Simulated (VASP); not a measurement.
The system is Se.

```
CELL_PARAMETERS angstrom
-1.40380 1.40380 1.40380
1.40380 -1.40380 1.40380
1.40380 1.40380 -1.40380
ATOMIC_POSITIONS crystal
Se 0.00000 0.00000 0.00000
```

Base run:

* Program: VASP 6.6.1
* Functional: r2SCAN
* Potentials or basis: VASP PAW PBE potentials, release 64 (Se)
* Cutoff: 520 eV
* k mesh: 13 × 13 × 13
* Occupations: fermi-dirac, width 0.1 eV
* Spin: no spin polarisation

Its results: band gap on the k mesh zero (band 3 reaches 23.23 eV, above the bottom of band 4 at 7.40 eV); pressure 174.4 GPa.

Problem. The run is repeated on the same cell with these changes: functional from r2SCAN to PBEsol. What comes out?

Solution. Band gap on the k mesh zero (band 3 reaches 22.86 eV, above the bottom of band 4 at 7.63 eV); pressure 164.0 GPa.

Caveats: the PAW data sets were made with another functional, which shifts forces and pressure a little.
